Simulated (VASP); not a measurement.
Crystal: Nb.

```
Nb
1.0
    -1.66395    1.66395    1.66395
     1.66395   -1.66395    1.66395
     1.66395    1.66395   -1.66395
Nb
1
Direct
  0.00000 0.00000 0.00000
```

Base run:

```yaml
Program: VASP 6.6.1
Functional: PBE
Potentials_or_basis: VASP PAW PBE potentials, release 64 (Nb_sv)
Cutoff: 520 eV
k_mesh: 15 × 15 × 15
Occupations: fermi-dirac, width 0.03 eV
Spin: no spin polarisation
```

Its results: pressure -2.8 GPa.

Q: The run is repeated on the same cell with these changes: functional from PBE to LDA; potentials or basis from VASP PAW PBE potentials, release 64 (Nb_sv) to VASP PAW LDA potentials, release 64 (Nb_sv). What comes out?

A: Pressure -12.2 GPa.
